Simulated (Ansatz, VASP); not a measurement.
**Two plane-wave programs on MgAlC6N6**

Contents of INCAR:

```
PREC = Accurate ; ENCUT = 600
EDIFF = 1E-6 ; ISMEAR = 0
SIGMA = 0.1 ; LREAL = False
LASPH = True ; NELM = 60
ALGO = Normal ; ISIF = 3
LWAVE = False ; LCHARG = False
GGA = PE ; IBRION = 2
NSW = 100 ; EDIFFG = -0.01
```

KPOINTS

```
regular mesh
0
Gamma
  6 6 6
```

POSCAR

```
MgAlC6N6
1.0
    0.0000000000      5.4089423863      5.4089423863
    5.4089423863      0.0000000000      5.4089423863
    5.4089423863      5.4089423863      0.0000000000
Mg Al C N
1 1 6 6
Direct
    0.5000000000      0.5000000000      0.5000000000
    0.0000000000      0.0000000000      0.0000000000
    0.8076109925      0.1923890075      0.1923890075
    0.1923890075      0.8076109925      0.1923890075
    0.1923890075      0.1923890075      0.8076109925
    0.1923890075      0.8076109925      0.8076109925
    0.8076109925      0.1923890075      0.8076109925
    0.8076109925      0.8076109925      0.1923890075
    0.7000215683      0.2999784317      0.2999784317
    0.2999784317      0.7000215683      0.2999784317
    0.2999784317      0.2999784317      0.7000215683
    0.2999784317      0.7000215683      0.7000215683
    0.7000215683      0.2999784317      0.7000215683
    0.7000215683      0.7000215683      0.2999784317
```

Input for Ansatz:

```yaml
crystal:
  lattice:
    - [0.0, 5.4089423863, 5.4089423863]
    - [5.4089423863, 0.0, 5.4089423863]
    - [5.4089423863, 5.4089423863, 0.0]
  atoms:
    - { symbol: Mg, position: [0.5, 0.5, 0.5] }
    - { symbol: Al, position: [0.0, 0.0, 0.0] }
    - { symbol: C, position: [0.8076109925, 0.1923890075, 0.1923890075] }
    - { symbol: C, position: [0.1923890075, 0.8076109925, 0.1923890075] }
    - { symbol: C, position: [0.1923890075, 0.1923890075, 0.8076109925] }
    - { symbol: C, position: [0.1923890075, 0.8076109925, 0.8076109925] }
    - { symbol: C, position: [0.8076109925, 0.1923890075, 0.8076109925] }
    - { symbol: C, position: [0.8076109925, 0.8076109925, 0.1923890075] }
    - { symbol: "N", position: [0.7000215683, 0.2999784317, 0.2999784317] }
    - { symbol: "N", position: [0.2999784317, 0.7000215683, 0.2999784317] }
    - { symbol: "N", position: [0.2999784317, 0.2999784317, 0.7000215683] }
    - { symbol: "N", position: [0.2999784317, 0.7000215683, 0.7000215683] }
    - { symbol: "N", position: [0.7000215683, 0.2999784317, 0.7000215683] }
    - { symbol: "N", position: [0.7000215683, 0.7000215683, 0.2999784317] }
basis:
  ecutwfc: 420
kpoints:
  mp_grid: { grid: [6, 6, 6] }
hamiltonian:
  xc: pbe
scf:
  occupations: { method: gaussian, width: 0.1 }
output:
  forces: true
  stress: true
  eigenvalues: true
relax:
  adjacent_minimum: "off"
  f_tol: 0.01
  max_steps: 80
  cell: { stress_tol: 0.05 }
```

Alike in both runs: task relaxation of cell and atoms; functional PBE; k mesh 6 × 6 × 6; occupations gaussian, width 0.1 eV; no spin polarisation.

|  | VASP | Ansatz |
| --- | --- | --- |
| version | VASP 6.6.1 | Ansatz 0.2.0 |
| potentials or method | VASP PAW PBE potentials, release 64 (Mg, Al, C, N), cutoff 600 eV | scalar-relativistic, plane waves, PAW |
| valence electrons in the cell | 59 | 67 |

|  | VASP | Ansatz | Ansatz less VASP |
| --- | --- | --- | --- |
| gap on the k mesh at the Fermi level, each at its own relaxed structure (eV) | none | none | - |
| relaxed volume (Å³/atom) | 22.62 | 22.69 | +0.071 |
| relaxed cell length with the largest relative difference (Å) | 7.651 | 7.659 | +0.0080 |

A gap of «none» marks a metal or a gap that the smearing closes. VASP's potentials hold 59 valence electrons a cell and Ansatz's 67, so a difference there can come from the potentials and not from the codes.

Noted on VASP's run: the standard files for N, O and F lose accuracy on very short bonds.
